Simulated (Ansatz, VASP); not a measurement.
Ba4AlAs: VASP beside Ansatz

```xyz
6
Lattice="0.0000 4.3905 4.3905 4.3905 0.0000 4.3905 4.3905 4.3905 0.0000" Properties=species:S:1:pos:R:3 pbc="T T T"
Ba    5.4800    5.4800    3.3009
Ba    3.3009    5.4800    5.4800
Ba    3.3009    3.3009    3.3009
Ba    5.4800    3.3009    5.4800
Al    0.0000    0.0000    0.0000
As    6.5857    6.5857    6.5857
```

Change from the starting cell: species swapped into the TmCdCu4 type (F-43m, No. 216).

Alike in both runs: task single point; functional PBE; k mesh 4 × 4 × 4; occupations gaussian, width 0.1 eV; no spin polarisation.

|  | VASP | Ansatz |
| --- | --- | --- |
| version | VASP 6.6.1 | Ansatz 0.2.0 |
| potentials or method | VASP PAW PBE potentials, release 64 (Ba_sv, Al, As_d), cutoff 510 eV | scalar-relativistic, plane waves, PAW |
| valence electrons in the cell | 58 | 58 |

VASP gave:

* gap on the k mesh at the Fermi level (eV): none
* pressure (GPa): 14.6
* rms of the force components (eV/Å): 0.034

Question: Which values does Ansatz return?

Answer: gap on the k mesh at the Fermi level (eV): none; pressure (GPa): 11.9; rms of the force components (eV/Å): 0.011.

Atom by atom the forces differ by 0.024 eV/Å (rms over components). A gap of «none» marks a metal or a gap that the smearing closes.

Spin-orbit coupling is off throughout.
